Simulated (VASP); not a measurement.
# Rb2NaSbCl6 (Fm-3m) in VASP: notebook

Runs on Rb2NaSbCl6. Level: LDA. Tasks: single point.

Everything below comes from runs of VASP 6.6.1. Logs are shortened: lines on timing, memory, paths and dates and some standing lists are left out, and cuts for length are marked.

### Step 1. The cell of the first run

It takes space group Fm-3m (No. 225, cubic). Conventional cell: a = 10.848 Å, b = 10.848 Å, c = 10.848 Å, α = 90.00°, β = 90.00°, γ = 90.00°. Rb (site symmetry -43m) has 12 Cl at 3.84 Å and 4 Na at 4.70 Å and 4 Sb at 4.70 Å within 5.0 Å. Within 3.6 Å of Na (site symmetry m-3m) lie 6 Cl at 2.77 Å. Sb (site symmetry m-3m) has 6 Cl at 2.66 Å within 3.5 Å. Cl (site symmetry 4mm) has 1 Sb at 2.66 Å and 1 Na at 2.77 Å within 3.5 Å.

### Step 2. Single point, LDA

INCAR reads:

```
ALGO = Normal
EDIFF = 1E-7
ENCUT = 520
ISIF = 2
ISMEAR = 0
LASPH = True
LCHARG = True
LELF = True
LREAL = False
LVHAR = True
LWAVE = False
NBANDS = 47
NELM = 100
PREC = Accurate
SIGMA = 0.01
```

KPOINTS reads:

```
k-points
0
Gamma
  2 2 2
```

POSCAR reads:

```
Rb2NaSbCl6
1.0
    0.0000000000      5.4240140000      5.4240140000
    5.4240140000      0.0000000000      5.4240140000
    5.4240140000      5.4240140000      0.0000000000
Rb Na Sb Cl
2 1 1 6
Direct
    0.7500000000      0.7500000000      0.7500000000
    0.2500000000      0.2500000000      0.2500000000
    0.5000000000      0.5000000000      0.5000000000
    0.0000000000      0.0000000000      0.0000000000
    0.7549370000      0.2450630000      0.2450630000
    0.2450630000      0.2450630000      0.7549370000
    0.2450630000      0.7549370000      0.7549370000
    0.2450630000      0.7549370000      0.2450630000
    0.7549370000      0.2450630000      0.7549370000
    0.7549370000      0.7549370000      0.2450630000
```

Potentials or basis: VASP PAW LDA potentials, release 64 (Rb_sv, Na_pv, Sb, Cl).

Started as:

```console
> cat potpaw_LDA.64/Rb_sv/POTCAR potpaw_LDA.64/Na_pv/POTCAR potpaw_LDA.64/Sb/POTCAR potpaw_LDA.64/Cl/POTCAR > POTCAR
> mpirun -np 1 vasp_std > vasp.out
```

OUTCAR:

```text
EDIFF = 1E-7
   ENCUT = 520
   ISIF = 2
   ISMEAR = 0
   LASPH = True
   LREAL = False
   NELM = 100
   PREC = Accurate

 ion  position               nearest neighbor table
   1  0.750  0.750  0.750-   7 3.84   9 3.84  10 3.84   5 3.84   8 3.84  10 3.84   5 3.84   6 3.84
                             9 3.84   6 3.84   7 3.84   8 3.84   4 4.70   4 4.70   4 4.70   4 4.70
   2  0.250  0.250  0.250-   5 3.84   9 3.84  10 3.84   7 3.84   8 3.84  10 3.84   6 3.84   7 3.84
                             9 3.84   5 3.84   6 3.84   8 3.84   4 4.70   4 4.70   4 4.70   4 4.70
   3  0.500  0.500  0.500-
   4  0.000  0.000  0.000-   5 2.66   6 2.66   7 2.66   8 2.66   9 2.66  10 2.66   1 4.70   1 4.70
                             1 4.70   2 4.70   1 4.70   2 4.70   2 4.70   2 4.70
   5  0.755  0.245  0.245-   4 2.66   1 3.84   2 3.84   1 3.84   2 3.84
   6  0.245  0.245  0.755-   4 2.66   1 3.84   2 3.84   1 3.84   2 3.84
   7  0.245  0.755  0.755-   4 2.66   1 3.84   1 3.84   2 3.84   2 3.84
   8  0.245  0.755  0.245-   4 2.66   1 3.84   2 3.84   1 3.84   2 3.84
   9  0.755  0.245  0.755-   4 2.66   1 3.84   1 3.84   2 3.84   2 3.84
  10  0.755  0.755  0.245-   4 2.66   1 3.84   1 3.84   2 3.84   2 3.84

  LATTYP: Found a face centered cubic cell.
 ALAT       =    10.8480280000

  Lattice vectors:

 A1 = (   0.0000000000,   5.4240140000,   5.4240140000)
 A2 = (   5.4240140000,   0.0000000000,   5.4240140000)
 A3 = (   5.4240140000,   5.4240140000,   0.0000000000)

Analysis of symmetry for initial positions (statically):
=====================================================================
 Subroutine PRICEL returns:
 Original cell was already a primitive cell.

 Routine SETGRP: Setting up the symmetry group for a
 face centered cubic supercell.

 Subroutine GETGRP returns: Found 48 space group operations
 (whereof 48 operations were pure point group operations)
 out of a pool of 48 trial point group operations.

The static configuration has the point symmetry O_h .

Analysis of symmetry for dynamics (positions and initial velocities):
=====================================================================
 Subroutine PRICEL returns:
 Original cell was already a primitive cell.

 Routine SETGRP: Setting up the symmetry group for a
 face centered cubic supercell.

 Subroutine GETGRP returns: Found 48 space group operations
 (whereof 48 operations were pure point group operations)
 out of a pool of 48 trial point group operations.

The dynamic configuration has the point symmetry O_h .

 Subroutine INISYM returns: Found 48 space group operations
 (whereof 48 operations are pure point group operations),
 and found     1 'primitive' translations

----------------------------------------------------------------------------------------

                                     Primitive cell

  volume of cell :     319.1482

  direct lattice vectors                    reciprocal lattice vectors
     0.000000000  5.424014000  5.424014000    -0.092182653  0.092182653  0.092182653
     5.424014000  0.000000000  5.424014000     0.092182653 -0.092182653  0.092182653
     5.424014000  5.424014000  0.000000000     0.092182653  0.092182653 -0.092182653

  length of vectors
     7.670714161  7.670714161  7.670714161     0.159665038  0.159665038  0.159665038

  position of ions in fractional coordinates (direct lattice)
     0.750000000  0.750000000  0.750000000
     0.250000000  0.250000000  0.250000000
     0.500000000  0.500000000  0.500000000
     0.000000000  0.000000000  0.000000000
     0.754937000  0.245063000  0.245063000
     0.245063000  0.245063000  0.754937000
     0.245063000  0.754937000  0.754937000
     0.245063000  0.754937000  0.245063000
     0.754937000  0.245063000  0.754937000
     0.754937000  0.754937000  0.245063000

  ion indices of the primitive-cell ions
   primitive index   ion index
                 1           1
                 2           2
                 3           3
                 4           4
                 5           5
                 6           6
                 7           7
                 8           8
                 9           9
                10          10

----------------------------------------------------------------------------------------

 KPOINTS: k-points

Automatic generation of k-mesh.
 Grid dimensions read from file:
 generate k-points for:    2    2    2

 Generating k-lattice:

  Cartesian coordinates                     Fractional coordinates (reciprocal lattice)
    -0.046091326  0.046091326  0.046091326     0.500000000  0.000000000  0.000000000
     0.046091326 -0.046091326  0.046091326     0.000000000  0.500000000  0.000000000
     0.046091326  0.046091326 -0.046091326     0.000000000  0.000000000  0.500000000

  Length of vectors
     0.079832519  0.079832519  0.079832519

  Shift w.r.t. Gamma in fractional coordinates (k-lattice)
     0.000000000  0.000000000  0.000000000

 Subroutine IBZKPT returns following result:
 ===========================================

 Found      3 irreducible k-points:

 Following reciprocal coordinates:
            Coordinates               Weight
  0.000000  0.000000  0.000000      1.000000
  0.500000  0.000000  0.000000      4.000000
  0.500000  0.500000  0.000000      3.000000
   k-points           NKPTS =      3   k-points in BZ     NKDIM =      3   number of bands    NBANDS=     47
   number of dos      NEDOS =    301   number of ions     NIONS =     10
   total plane-waves  NPLWV = 216000
   dimension x,y,z NGX =    60 NGY =   60 NGZ =   60
   dimension x,y,z NGXF=   120 NGYF=  120 NGZF=  120
   ions per type =               2   1   1   6
   NGX,Y,Z   is equivalent  to a cutoff of  13.00, 13.00, 13.00 a.u.
   NGXF,Y,Z  is equivalent  to a cutoff of  26.01, 26.01, 26.01 a.u.
 SYSTEM =  unknown system
   PREC   = accura    normal or accurate (medium, high low for compatibility)
   ISTART =      0    job   : 0-new  1-cont  2-samecut
   ICHARG =      2    charge: 1-file 2-atom 10-const
   ISPIN  =      1    spin polarized calculation?
   LNONCOLLINEAR =      F non collinear calculations
   LSORBIT =      F    spin-orbit coupling
   LASPH  =      T    aspherical Exc in radial PAW
   ENCUT  =  520.0 eV  38.22 Ry    6.18 a.u.  14.26 14.26 14.26*2*pi/ulx,y,z
   NELM   =    100;   NELMIN=  2; NELMDL= -5     # of ELM steps
   EDIFF  = 0.1E-06   stopping-criterion for ELM
   LREAL  =      F    real-space projection
   EDIFFG = 0.1E-05   stopping-criterion for IOM
   NSW    =      0    number of steps for IOM
   IBRION =     -1    ionic relax: 0-MD 1-quasi-New 2-CG
   NFREE  =      0    steps in history (QN), initial steepest desc. (CG)
   ISIF   =      2    stress and relaxation
   ISYM   =      2    0-nonsym 1-usesym 2-fastsym
   POTIM  = 0.5000    time-step for ionic-motion
   TEBEG  =    0.0;   TEEND  =   0.0 temperature during run
   PSTRESS=    0.0 pullay stress
   NELECT =      72.0000    total number of electrons
   NUPDOWN=      -1.0000    fix difference up-down
   EMIN   =  10.00;   EMAX   =-10.00  energy-range for DOS
   EFERMI =   0.00;   METHOD = LEGACY
   ISMEAR =     0;   SIGMA  =   0.01  broadening in eV -4-tet -1-fermi 0-gaus
   EFERMI_NEDOS =   21; number of points for ismear=-14 and -15
   IALGO  =     38    algorithm
   IMIX   =      4    mixing-type and parameters
     AMIX     =   0.40;   BMIX     =  1.00
     AMIX_MAG =   1.60;   BMIX_MAG =  1.00
  volume/ion in A,a.u.               =      31.91       215.37
  Fermi-wavevector in a.u.,A,eV,Ry     =   0.996601  1.883304 13.513504  0.993215
  Thomas-Fermi vector in A             =   2.128701
   LORBIT       =      0    0 simple, 1 ext, 2 COOP (PROOUT), +10 PAW based schemes
   GGA     = CA    functional components
   LHFCALC =     F    Hartree Fock is set to
   AEXX    =    0.0000 exact exchange contribution
   IVDW    =     0    specifies the selected vdW correction
   LEPSILON=     F    determine dielectric tensor
   LRPA    =     F    only Hartree local field effects (RPA)
 non-spin polarized calculation
 Gauss-broadening in eV      SIGMA  =   0.01
  energy-cutoff  :      520.00
  volume of cell :      319.15
 maximum number of plane-waves:      8646
 NGX is ok and might be reduce to    60
   NGX = 29   NGY = 29   NGZ = 29

 number of electron      71.9999990 magnetization

 Free energy of the ion-electron system (eV)
  ---------------------------------------------------
  ext. energy  EPLUGINS =         0.00000000
  ---------------------------------------------------
  free energy    TOTEN  =       -36.69051738 eV

  energy without entropy =      -36.69051738  energy(sigma->0) =      -36.69051738

 E-fermi :  -0.1121     XC(G=0):  -8.1091

 val. band max:       -0.1764967433   @ k =   0.5000   0.5000   0.0000
 cond. band min:       2.7409070247   @ k =   0.5000   0.0000   0.0000
 fundamental gap:      2.9174037679
 Fermi energy:        -0.1121004168

 k-point     1 :       0.0000    0.0000    0.0000
  band No.  band energies     occupation
      1     -25.5335      2.00000
      2     -25.5319      2.00000
      3     -22.2062      2.00000
      4     -22.2062      2.00000
      5     -22.2062      2.00000
      6     -14.2943      2.00000
[... 39 lines left out ...]
     46       6.3294      0.00000
     47       6.8051      0.00000

 k-point     2 :       0.5000    0.0000    0.0000
  band No.  band energies     occupation
      1     -25.5326      2.00000
      2     -25.5326      2.00000
      3     -22.2062      2.00000
      4     -22.2062      2.00000
      5     -22.2062      2.00000
      6     -14.2095      2.00000
[... 39 lines left out ...]
     46       6.9768      0.00000
     47       7.3461      0.00000

 k-point     3 :       0.5000    0.5000    0.0000
  band No.  band energies     occupation
      1     -25.5329      2.00000
      2     -25.5324      2.00000
      3     -22.2062      2.00000
      4     -22.2062      2.00000
      5     -22.2062      2.00000
      6     -14.1963      2.00000
[... 39 lines left out ...]
     46       7.2634      0.00000
     47       7.2898      0.00000

------------------------ aborting loop because EDIFF is reached ----------------------------------------

  FORCE on cell =-STRESS in cart. coord.  units (eV):
  Direction    XX          YY          ZZ          XY          YZ          ZX
  --------------------------------------------------------------------------------------
  -------------------------------------------------------------------------------------
  Total       -5.0957638     -5.0957638     -5.0957638      0.0000000     -0.0000000      0.0000000
  in kB      -25.5815862    -25.5815862    -25.5815862      0.0000000     -0.0000000      0.0000000
  external PRESSURE =     -25.5815862 kB  Pullay stress =       0.0000000 kB

 VOLUME and BASIS-vectors are now :
 -----------------------------------------------------------------------------
  energy-cutoff  :      520.00
  volume of cell :      319.15
      direct lattice vectors                 reciprocal lattice vectors
     0.000000000  5.424014000  5.424014000    -0.092182653  0.092182653  0.092182653
     5.424014000  0.000000000  5.424014000     0.092182653 -0.092182653  0.092182653
     5.424014000  5.424014000  0.000000000     0.092182653  0.092182653 -0.092182653

 POSITION                                       TOTAL-FORCE (eV/Angst)
 -----------------------------------------------------------------------------------
      8.13602      8.13602      8.13602        -0.000000      0.000000     -0.000000
      2.71201      2.71201      2.71201        -0.000000      0.000000      0.000000
      5.42401      5.42401      5.42401        -0.000000      0.000000     -0.000000
      0.00000      0.00000      0.00000        -0.000000      0.000000      0.000000
      2.65845      5.42401      5.42401        -0.139424      0.000000      0.000000
      5.42401      5.42401      2.65845        -0.000000      0.000000     -0.139424
      8.18958      5.42401      5.42401         0.139424      0.000000      0.000000
      5.42401      2.65845      5.42401        -0.000000     -0.139424      0.000000
      5.42401      8.18958      5.42401        -0.000000      0.139424      0.000000
      5.42401      5.42401      8.18958        -0.000000      0.000000      0.139424
 -----------------------------------------------------------------------------------
    total drift:                               -0.000000     -0.000000      0.000000

  FREE ENERGIE OF THE ION-ELECTRON SYSTEM (eV)
  ---------------------------------------------------
  free  energy   TOTEN  =       -36.6905173842 eV

  energy  without entropy=      -36.6905173842  energy(sigma->0) =      -36.69051738
```

Wall time 100 s (1 thread of AMD EPYC 7R13, shared host); peak memory 0.37 GiB.

Results:

* Free energy: -36.6905 eV
* Pressure: -2.6 GPa
* Largest force: 0.139 eV/Å
* Band gap on the k mesh: 2.92 eV (least direct gap 3.07 eV)

Forces on the atoms (eV/Å):
```
Rb   0.000  0.000  0.000
Rb   0.000  0.000  0.000
Na   0.000  0.000  0.000
Sb   0.000  0.000  0.000
Cl  -0.139  0.000  0.000
Cl   0.000  0.000 -0.139
Cl   0.139  0.000  0.000
Cl   0.000 -0.139  0.000
Cl   0.000  0.139  0.000
Cl   0.000  0.000  0.139
```

Levels at points of the mesh, in eV from the valence-band top:
| k point | band 33 | band 34 | band 35 | band 36 | band 37 | band 38 | band 39 | band 40 |
| --- | --- | --- | --- | --- | --- | --- | --- | --- |
| (0.00, 0.00, 0.00) | -0.98 | -0.92 | -0.92 | -0.92 | 3.33 | 3.33 | 3.33 | 3.87 |
| (0.50, 0.00, 0.00) | -1.18 | -1.18 | -1.14 | -0.16 | 2.92 | 3.97 | 3.97 | 5.25 |
| (0.50, 0.50, 0.00) | -1.42 | -1.42 | -0.93 | 0.00 | 3.72 | 3.72 | 3.98 | 5.53 |

Caveat: the k points lie up to 0.50 Å⁻¹ apart; spin-orbit coupling is left out, which moves the levels of the heavy elements.

### Step 3. Single point, LDA

INCAR reads:

```
SYSTEM = Rb2NaSbCl6
PREC = Accurate
ENCUT = 520
EDIFF = 1E-7
ISMEAR = 0
SIGMA = 0.01
LREAL = .FALSE.
LASPH = .TRUE.
NELM = 80
ALGO = Normal
ISIF = 2
LWAVE = .FALSE.
LCHARG = .TRUE.
LELF = .TRUE.
LVHAR = .TRUE.
NBANDS = 47
```

KPOINTS reads:

```
Automatic mesh
0
G
  2 2 2
  0 0 0
```

POSCAR is that of step 2.

Potentials or basis: VASP PAW LDA potentials, release 64 (Rb_sv, Na_pv, Sb, Cl).

Started as:

```console
> cat potpaw_LDA.64/Rb_sv/POTCAR potpaw_LDA.64/Na_pv/POTCAR potpaw_LDA.64/Sb/POTCAR potpaw_LDA.64/Cl/POTCAR > POTCAR
> mpirun -np 1 vasp_std > vasp.out
```

Wall time 1.7 min (1 thread of AMD EPYC 7R13, shared host); peak memory 0.37 GiB.

The run converged. Its results:

| Item | Value |
| --- | --- |
| Free energy | -36.6905 eV |
| Pressure | -2.6 GPa |
| Largest force | 0.139 eV/Å |
| Band gap on the k mesh | 2.92 eV (least direct gap 3.07 eV) |

Forces on the atoms (eV/Å):
```
Rb   0.000  0.000  0.000
Rb   0.000  0.000  0.000
Na   0.000  0.000  0.000
Sb   0.000  0.000  0.000
Cl  -0.139  0.000  0.000
Cl   0.000  0.000 -0.139
Cl   0.139  0.000  0.000
Cl   0.000 -0.139  0.000
Cl   0.000  0.139  0.000
Cl   0.000  0.000  0.139
```

Levels at points of the mesh, in eV from the valence-band top:
```
           k point  band 32  band 33  band 34  band 35  band 36  band 37  band 38  band 39  band 40  band 41
(0.00, 0.00, 0.00)    -1.34    -0.98    -0.92    -0.92    -0.92     3.33     3.33     3.33     3.87     5.49
(0.50, 0.00, 0.00)    -1.24    -1.18    -1.18    -1.14    -0.16     2.92     3.97     3.97     5.25     5.45
(0.50, 0.50, 0.00)    -1.54    -1.42    -1.42    -0.93     0.00     3.72     3.72     3.98     5.53     6.03
```

Caveat: the k points lie up to 0.50 Å⁻¹ apart; spin-orbit coupling is left out, which moves the levels of the heavy elements.
